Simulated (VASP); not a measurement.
Here is a VASP 6.6.1 calculation.

INCAR

```
SYSTEM = Mg7CoO8
ALGO = Normal
EDIFF = 1E-6
ENCUT = 520
ISIF = 2
ISMEAR = 0
LASPH = .True.
LCHARG = .False.
LDAU = .True.
LDAUJ = 0 0 0
LDAUL = -1 2 -1
LDAUPRINT = 1
LDAUTYPE = 2
LDAUU = 0 3.2 0
LMAXMIX = 4
LREAL = Auto
LWAVE = .False.
NBANDS = 50
NELM = 150
PREC = Accurate
SIGMA = 0.01
```

File KPOINTS:

```
k-points
0
Gamma
  2 2 2
  0 0 0
```

File POSCAR:

```
Mg7CoO8
1.0
    0.0000000000      4.3481000000      4.3481000000
    4.3481000000      0.0000000000      4.3481000000
    4.3481000000      4.3481000000      0.0000000000
Mg Co O
7 1 8
Direct
    0.9878010300      0.0057530400      0.9997875400
    0.0118038800      0.9804527600      0.5056642300
    0.9940867800      0.4995929100      0.5018981300
    0.4854816700      0.0118115900      0.0032462600
    0.5000057000      0.0016869000      0.4901239900
    0.4926855500      0.5014766500      0.9922720000
    0.5042112800      0.4837419100      0.5051861700
    0.9925552600      0.4956245300      0.0071453000
    0.2465326700      0.2464134700      0.2544617500
    0.2505876800      0.2420425700      0.7473136800
    0.2398825400      0.7674873200      0.2447471300
    0.2519085200      0.7454308000      0.7508721200
    0.7450322800      0.2540688200      0.2419650800
    0.7568658400      0.2451120500      0.7499844900
    0.7513899700      0.7565027500      0.2479999100
    0.7497856600      0.7444421100      0.7378618100
```

Potentials or basis: VASP PAW LDA potentials, release 64 (Mg, Co, O).

Launch:

```sh
$ cat potpaw_LDA.64/Mg/POTCAR potpaw_LDA.64/Co/POTCAR potpaw_LDA.64/O/POTCAR > POTCAR
$ mpirun -np 1 vasp_std > vasp.out
```

Question: What does it give for the largest force?

Answer: 0.680 eV/Å.

Question: Estimate the pressure.

Answer: -21.0 GPa.

Eigenvalues of the final occupation matrices:
| site | spin | trace | eigenvalues |
| --- | --- | --- | --- |
| site 8 d | 1 | 3.67 | 0.35 0.47 0.95 0.95 0.95 |
| site 8 d | 2 | 3.67 | 0.35 0.47 0.95 0.95 0.95 |

Caveat: the k points lie up to 0.63 Å⁻¹ apart; an odd number of electrons without spin polarisation forces a metal; a magnetic or distorted state may lie lower; the run has no spin polarisation, though such a crystal can be magnetic; U without spin polarisation on a metal has little footing. Spin polarisation is off, so any magnetic state and its effect on volume and gap are missing.
